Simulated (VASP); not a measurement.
Runs of VASP 6.6.1 on ScAl3. The structure is that of space group Pm-3m (No. 221), or close to it. The cells are those of the table. 

```tsv
task	level	cell	cutoff (eV)	gap on the mesh (eV)	pressure (GPa)	relaxed volume (Å³/atom)
relaxation of cell and atoms	PBE+D3(BJ)	relaxed from a = 4.088 Å, 4 atoms	600	none	0.0	(b)
single point	RPBE	a = 4.139 Å, 4 atoms	520	none	-0.1	-
single point	PBEsol	a = 4.072 Å, 4 atoms	520	none	(a)	-
relaxation of cell and atoms	PBEsol	relaxed from a = 4.088 Å, 4 atoms	600	none	0.0	16.91
single point	PBE+D3(BJ)	a = 4.049 Å, 4 atoms	520	none	0.0	-
relaxation of cell and atoms	RPBE	relaxed from a = 4.088 Å, 4 atoms	600	none	0.0	17.72
relaxation of cell and atoms	revPBE+D3(BJ)	relaxed from a = 4.088 Å, 4 atoms	600	none	0.0	16.27
single point	revPBE+D3(BJ)	a = 4.023 Å, 4 atoms	520	none	0.0	-
```

Alike in all rows: potentials or basis VASP PAW PBE potentials, release 64 (Sc_sv, Al); no spin polarisation; k mesh 6 × 6 × 6; smearing fermi-dirac 0.1 eV.

Question: Estimate the missing entries.

Answer: (a) 0.1; (b) 16.61.

Caveats: the PAW data sets were made with another functional, which shifts forces and pressure a little (some runs); pairwise dispersion overbinds metals, which lowers pressure and volume (some runs).

A gap of «none» marks levels without a gap at the run's occupations.
